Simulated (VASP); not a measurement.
# Al (Pm-3m) in VASP: a series of runs

Al is run at these levels: LDA; tasks: single point, relaxation of cell and atoms.

Program: VASP 6.6.1. These are calculated values, not measurements. Logs are shortened: lines on timing, memory, paths and dates and some standing lists are left out, and cuts for length are marked.

## 1. The cell of the first run

The structure is cubic, space group Pm-3m (No. 221). Conventional cell: a = 2.718 Å, b = 2.718 Å, c = 2.718 Å, α = 90.00°, β = 90.00°, γ = 90.00°. Al (site symmetry m-3m) has 6 Al at 2.72 Å within 3.6 Å.

## 2. Single point, LDA (volume scaled by 1.04)

The input, INCAR:

```
SYSTEM = Al
PREC = Accurate ; ENCUT = 520
EDIFF = 1E-7 ; ISMEAR = -1
SIGMA = 0.1 ; LREAL = .FALSE.
LASPH = .TRUE. ; NELM = 100
ALGO = Normal ; ISIF = 2
LWAVE = .FALSE. ; LCHARG = .FALSE.
NBANDS = 8
```

The input, KPOINTS:

```
regular mesh
0
G
  13 13 13
  0 0 0
```

The input, POSCAR:

```
Al
1.0
    2.7177243679      0.0000000000      0.0000000000
    0.0000000000      2.7177243679      0.0000000000
    0.0000000000      0.0000000000      2.7177243679
Al
1
Direct
    0.0000000000      0.0000000000      0.0000000000
```

Potentials or basis: VASP PAW LDA potentials, release 64 (Al).

Command:

```
> cat potpaw_LDA.64/Al/POTCAR > POTCAR
> mpirun -np 1 vasp_std > vasp.out
```

OUTCAR:

```text
SYSTEM = Al
   PREC = Accurate
   ENCUT = 520
   EDIFF = 1E-7
   ISMEAR = -1
   LREAL = .FALSE.
   LASPH = .TRUE.
   NELM = 100
   ISIF = 2

 ion  position               nearest neighbor table
   1  0.000  0.000  0.000-

  LATTYP: Found a simple cubic cell.
 ALAT       =     2.7177243679

  Lattice vectors:

 A1 = (   2.7177243679,   0.0000000000,   0.0000000000)
 A2 = (   0.0000000000,   2.7177243679,   0.0000000000)
 A3 = (   0.0000000000,   0.0000000000,   2.7177243679)

Analysis of symmetry for initial positions (statically):
=====================================================================
 Subroutine PRICEL returns:
 Original cell was already a primitive cell.

 Routine SETGRP: Setting up the symmetry group for a
 simple cubic supercell.

 Subroutine GETGRP returns: Found 48 space group operations
 (whereof 48 operations were pure point group operations)
 out of a pool of 48 trial point group operations.

The static configuration has the point symmetry O_h .

Analysis of symmetry for dynamics (positions and initial velocities):
=====================================================================
 Subroutine PRICEL returns:
 Original cell was already a primitive cell.

 Routine SETGRP: Setting up the symmetry group for a
 simple cubic supercell.

 Subroutine GETGRP returns: Found 48 space group operations
 (whereof 48 operations were pure point group operations)
 out of a pool of 48 trial point group operations.

The dynamic configuration has the point symmetry O_h .

 Subroutine INISYM returns: Found 48 space group operations
 (whereof 48 operations are pure point group operations),
 and found     1 'primitive' translations

----------------------------------------------------------------------------------------

                                     Primitive cell

  volume of cell :      20.0732

  direct lattice vectors                    reciprocal lattice vectors
     2.717724368  0.000000000  0.000000000     0.367954901  0.000000000  0.000000000
     0.000000000  2.717724368  0.000000000     0.000000000  0.367954901  0.000000000
     0.000000000  0.000000000  2.717724368     0.000000000  0.000000000  0.367954901

  length of vectors
     2.717724368  2.717724368  2.717724368     0.367954901  0.367954901  0.367954901

  position of ions in fractional coordinates (direct lattice)
     0.000000000  0.000000000  0.000000000

  ion indices of the primitive-cell ions
   primitive index   ion index
                 1           1

----------------------------------------------------------------------------------------

 KPOINTS: regular mesh

Automatic generation of k-mesh.
 Grid dimensions read from file:
 generate k-points for:   13   13   13

 Generating k-lattice:

  Cartesian coordinates                     Fractional coordinates (reciprocal lattice)
     0.028304223  0.000000000  0.000000000     0.076923077  0.000000000  0.000000000
     0.000000000  0.028304223  0.000000000     0.000000000  0.076923077  0.000000000
     0.000000000  0.000000000  0.028304223     0.000000000  0.000000000  0.076923077

  Length of vectors
     0.028304223  0.028304223  0.028304223

  Shift w.r.t. Gamma in fractional coordinates (k-lattice)
     0.000000000  0.000000000  0.000000000

 Subroutine IBZKPT returns following result:
 ===========================================

 Found     84 irreducible k-points:

 Following reciprocal coordinates:
            Coordinates               Weight
  0.000000  0.000000  0.000000      1.000000
  0.076923  0.000000  0.000000      6.000000
  0.153846  0.000000  0.000000      6.000000
  0.230769  0.000000  0.000000      6.000000
  0.307692  0.000000  0.000000      6.000000
  0.384615  0.000000  0.000000      6.000000
[... 16 lines left out ...]
  0.307692  0.307692  0.000000     12.000000
  0.384615  0.307692  0.000000     24.000000
 [... further k-points ...]
   k-points           NKPTS =     84   k-points in BZ     NKDIM =     84   number of bands    NBANDS=      8
   number of dos      NEDOS =    301   number of ions     NIONS =      1
   total plane-waves  NPLWV =   8000
   dimension x,y,z NGX =    20 NGY =   20 NGZ =   20
   dimension x,y,z NGXF=    40 NGYF=   40 NGZF=   40
   ions per type =               1
   NGX,Y,Z   is equivalent  to a cutoff of  12.23, 12.23, 12.23 a.u.
   NGXF,Y,Z  is equivalent  to a cutoff of  24.47, 24.47, 24.47 a.u.
 SYSTEM =  Al
   PREC   = accura    normal or accurate (medium, high low for compatibility)
   ISTART =      0    job   : 0-new  1-cont  2-samecut
   ICHARG =      2    charge: 1-file 2-atom 10-const
   ISPIN  =      1    spin polarized calculation?
   LNONCOLLINEAR =      F non collinear calculations
   LSORBIT =      F    spin-orbit coupling
   LASPH  =      T    aspherical Exc in radial PAW
   ENCUT  =  520.0 eV  38.22 Ry    6.18 a.u.   5.05  5.05  5.05*2*pi/ulx,y,z
   NELM   =    100;   NELMIN=  2; NELMDL= -5     # of ELM steps
   EDIFF  = 0.1E-06   stopping-criterion for ELM
   LREAL  =      F    real-space projection
   EDIFFG = 0.1E-05   stopping-criterion for IOM
   NSW    =      0    number of steps for IOM
   IBRION =     -1    ionic relax: 0-MD 1-quasi-New 2-CG
   NFREE  =      0    steps in history (QN), initial steepest desc. (CG)
   ISIF   =      2    stress and relaxation
   ISYM   =      2    0-nonsym 1-usesym 2-fastsym
   POTIM  = 0.5000    time-step for ionic-motion
   TEBEG  =    0.0;   TEEND  =   0.0 temperature during run
   PSTRESS=    0.0 pullay stress
   NELECT =       3.0000    total number of electrons
   NUPDOWN=      -1.0000    fix difference up-down
   EMIN   =  10.00;   EMAX   =-10.00  energy-range for DOS
   EFERMI =   0.00;   METHOD = LEGACY
   ISMEAR =    -1;   SIGMA  =   0.10  broadening in eV -4-tet -1-fermi 0-gaus
   EFERMI_NEDOS =   21; number of points for ismear=-14 and -15
   IALGO  =     38    algorithm
   IMIX   =      4    mixing-type and parameters
     AMIX     =   0.40;   BMIX     =  1.00
     AMIX_MAG =   1.60;   BMIX_MAG =  1.00
  volume/ion in A,a.u.               =      20.07       135.46
  Fermi-wavevector in a.u.,A,eV,Ry     =   0.868780  1.641756 10.269389  0.754779
  Thomas-Fermi vector in A             =   1.987508
   LORBIT       =      0    0 simple, 1 ext, 2 COOP (PROOUT), +10 PAW based schemes
   GGA     = CA    functional components
   LHFCALC =     F    Hartree Fock is set to
   AEXX    =    0.0000 exact exchange contribution
   IVDW    =     0    specifies the selected vdW correction
   LEPSILON=     F    determine dielectric tensor
   LRPA    =     F    only Hartree local field effects (RPA)
 non-spin polarized calculation
  energy-cutoff  :      520.00
  volume of cell :       20.07
 maximum number of plane-waves:       552
   NGX = 11   NGY = 11   NGZ = 11

 number of electron       3.0000000 magnetization

 Free energy of the ion-electron system (eV)
  ---------------------------------------------------
  ext. energy  EPLUGINS =         0.00000000
  ---------------------------------------------------
  free energy    TOTEN  =        -3.80227954 eV

  energy without entropy =       -3.78324594  energy(sigma->0) =       -3.79276274

 E-fermi :   5.4926     XC(G=0):  -9.5697

 val. band max:        5.4663681208   @ k =   0.4615   0.3846   0.3846
 cond. band min:       5.5464102100   @ k =   0.3846   0.3846   0.0769
 fundamental gap:      0.0800420892
 Fermi energy:         5.4926315916

 k-point     1 :       0.0000    0.0000    0.0000
  band No.  band energies     occupation
      1      -4.0512      2.00000
      2      13.5131      0.00000
      3      13.5131      0.00000
      4      14.5657      0.00000
      5      14.5657      0.00000
      6      14.5657      0.00000
      7      20.8563      0.00000
      8      29.2532      0.00000

 k-point     2 :       0.0769    0.0000    0.0000
  band No.  band energies     occupation
      1      -3.9344      2.00000
      2      11.6880      0.00000
      3      13.6106      0.00000
      4      14.6633      0.00000
      5      14.6633      0.00000
      6      16.1612      0.00000
      7      21.3423      0.00000
      8      28.3504      0.00000

 k-point     3 :       0.1538    0.0000    0.0000
  band No.  band energies     occupation
      1      -3.5848      2.00000
      2       9.4237      0.00000
      3      13.8978      0.00000
      4      14.9556      0.00000
      5      14.9556      0.00000
      6      17.6945      0.00000
      7      22.8095      0.00000
      8      26.5474      0.00000

 k-point     4 :       0.2308    0.0000    0.0000
  band No.  band energies     occupation
      1      -3.0054      2.00000
      2       7.2422      0.00000
      3      14.3552      0.00000
      4      15.4408      0.00000
      5      15.4408      0.00000
      6      18.8341      0.00000
      7      24.6248      0.00000
      8      24.6248      0.00000

 k-point     5 :       0.3077    0.0000    0.0000
  band No.  band energies     occupation
      1      -2.2023      2.00000
      2       5.2113      1.88680
      3      14.9374      0.00000
      4      16.1126      0.00000
      5      16.1126      0.00000
      6      19.8528      0.00000
      7      22.8102      0.00000
      8      22.8102      0.00000
[... 177 lines left out ...]
 k-point    22 :       0.4615    0.2308    0.0000
  band No.  band energies     occupation
      1       0.9769      2.00000
      2       2.7911      2.00000
      3      10.8619      0.00000
      4      13.3120      0.00000
      5      18.6265      0.00000
      6      20.7686      0.00000
      7      20.8063      0.00000
      8      23.3875      0.00000

 k-point    23 :       0.3077    0.3077    0.0000
  band No.  band energies     occupation
      1      -0.3708      2.00000
      2       6.2974      0.00064
      3       7.7144      0.00000
      4      14.2503      0.00000
      5      17.6225      0.00000
      6      19.9842      0.00000
      7      23.6092      0.00000
      8      24.8194      0.00000

 k-point    24 :       0.3846    0.3077    0.0000
  band No.  band energies     occupation
      1       0.6323      2.00000
      2       5.0066      1.98462
      3       8.0949      0.00000
      4      12.5827      0.00000
      5      18.4315      0.00000
      6      20.8741      0.00000
      7      22.4925      0.00000
      8      24.9630      0.00000

 [... further k-points ...]

------------------------ aborting loop because EDIFF is reached ----------------------------------------

  FORCE on cell =-STRESS in cart. coord.  units (eV):
  Direction    XX          YY          ZZ          XY          YZ          ZX
  --------------------------------------------------------------------------------------
  -------------------------------------------------------------------------------------
  Total       -0.2766804     -0.2766804     -0.2766804     -0.0000000      0.0000000     -0.0000000
  in kB      -22.0837430    -22.0837430    -22.0837430     -0.0000000      0.0000000     -0.0000000
  external PRESSURE =     -22.0837430 kB  Pullay stress =       0.0000000 kB

 VOLUME and BASIS-vectors are now :
 -----------------------------------------------------------------------------
  energy-cutoff  :      520.00
  volume of cell :       20.07
      direct lattice vectors                 reciprocal lattice vectors
     2.717724368  0.000000000  0.000000000     0.367954901  0.000000000  0.000000000
     0.000000000  2.717724368  0.000000000     0.000000000  0.367954901  0.000000000
     0.000000000  0.000000000  2.717724368     0.000000000  0.000000000  0.367954901

 POSITION                                       TOTAL-FORCE (eV/Angst)
 -----------------------------------------------------------------------------------
      0.00000      0.00000      0.00000         0.000000      0.000000      0.000000
 -----------------------------------------------------------------------------------
    total drift:                                0.000000      0.000000      0.000000

  FREE ENERGIE OF THE ION-ELECTRON SYSTEM (eV)
  ---------------------------------------------------
  free  energy   TOTEN  =        -3.8022795428 eV

  energy  without entropy=       -3.7832459378  energy(sigma->0) =       -3.79276274
```

Wall time 4.1 s (1 thread of Intel Xeon Platinum 8488C (Sapphire Rapids), shared host); peak memory 0.12 GiB.

What came out:

```yaml
Free_energy: -3.8023 eV
Pressure: -2.2 GPa
```

Caveat: the cell differs from its parent crystal (volume scaled by 1.04).

## 3. Single point, LDA (volume scaled by 1.08)

The input, INCAR:

```
ALGO = Normal
EDIFF = 1E-6
ENCUT = 520
GGA = CA
ISIF = 2
ISMEAR = -1
LASPH = True
LCHARG = True
LELF = True
LREAL = False
LVHAR = True
LWAVE = False
NBANDS = 8
NELM = 100
PREC = Accurate
SIGMA = 0.1
```

The input, KPOINTS:

```
k-points
0
Gamma
  13 13 13
```

The input, POSCAR:

```
Al
1.0
    2.7521295946      0.0000000000      0.0000000000
    0.0000000000      2.7521295946      0.0000000000
    0.0000000000      0.0000000000      2.7521295946
Al
1
Direct
    0.0000000000      0.0000000000      0.0000000000
```

Potentials or basis: VASP PAW LDA potentials, release 64 (Al).

Command:

```
> cat potpaw_LDA.64/Al/POTCAR > POTCAR
> mpirun -np 1 vasp_std > vasp.out
```

Run time: 4.6 s. Hardware: 1 thread of Intel Xeon Platinum 8488C (Sapphire Rapids), shared host; peak memory 0.11 GiB.

It converged, with:

```yaml
Free_energy: -3.7871 eV
Pressure: -4.0 GPa
```

Levels at points of the mesh, in eV from the Fermi level:
| k point | band 1 | band 2 | band 3 | band 4 |
| --- | --- | --- | --- | --- |
| (0.00, 0.00, 0.00) | -9.33 | 7.93 | 7.93 | 8.80 |

Caveat: the cell differs from its parent crystal (volume scaled by 1.08).

## 4. Single point, LDA (volume scaled by 1.12)

The input, INCAR:

```
PREC = Accurate
ENCUT = 520
EDIFF = 1E-7
ISMEAR = -1
SIGMA = 0.1
LREAL = F
LASPH = T
NELM = 100
ALGO = Normal
ISIF = 2
LWAVE = F
LCHARG = F
NBANDS = 8
```

The input, KPOINTS:

```
Automatic mesh
0
Gamma
  13 13 13
```

The input, POSCAR:

```
Al
1.0
    2.7856954587      0.0000000000      0.0000000000
    0.0000000000      2.7856954587      0.0000000000
    0.0000000000      0.0000000000      2.7856954587
Al
1
Direct
    0.0000000000      0.0000000000      0.0000000000
```

Command:

```
> cat potpaw_LDA.64/Al/POTCAR > POTCAR
> mpirun -np 1 vasp_std > vasp.out
```

Wall time 4.5 s (1 thread of Intel Xeon Platinum 8488C (Sapphire Rapids), shared host); peak memory 0.12 GiB.

It converged, with:

- Free energy: -3.7642 eV
- Pressure: -5.5 GPa

Levels at points of the mesh, in eV from the Fermi level:
| k point | band 1 | band 2 | band 3 | band 4 | band 5 |
| --- | --- | --- | --- | --- | --- |
| (0.00, 0.00, 0.00) | -9.13 | 7.85 | 7.85 | 8.54 | 8.54 |

Caveat: the cell differs from its parent crystal (volume scaled by 1.12).

## 5. Single point, LDA

This run uses another cell than the first one, of 19.30 Å³/atom, 0.962 times its volume.

The input, INCAR:

```
SYSTEM = Al
PREC = Accurate
ENCUT = 520
EDIFF = 1E-6
ISMEAR = -1
SIGMA = 0.1
LREAL = .False.
LASPH = .True.
NELM = 60
ALGO = Normal
ISIF = 2
LWAVE = .False.
LCHARG = .True.
LELF = .True.
LVHAR = .True.
NBANDS = 8
```

The input, KPOINTS:

```
Automatic mesh
0
Gamma
  19 19 19
  0 0 0
```

The input, POSCAR:

```
Al
1.0
    2.6824252508      0.0000000000      0.0000000000
    0.0000000000      2.6824252508      0.0000000000
    0.0000000000      0.0000000000      2.6824252508
Al
1
Direct
    0.0000000000      0.0000000000      0.0000000000
```

Command:

```
> cat potpaw_LDA.64/Al/POTCAR > POTCAR
> mpirun -np 1 vasp_std > vasp.out
```

Run time: 9.6 s. Hardware: 1 thread of Intel Xeon Platinum 8488C (Sapphire Rapids), shared host; peak memory 0.13 GiB.

Results (log left out):

```
Free energy : -3.8112 eV
Pressure    : 0.1 GPa
```

Levels at points of the mesh, in eV from the Fermi level:
| k point | band 1 | band 2 | band 3 | band 4 | band 5 | band 6 |
| --- | --- | --- | --- | --- | --- | --- |
| (0.00, 0.00, 0.00) | -9.76 | 8.13 | 8.13 | 9.38 | 9.38 | 9.38 |

(Continued in part 2 of 2.)
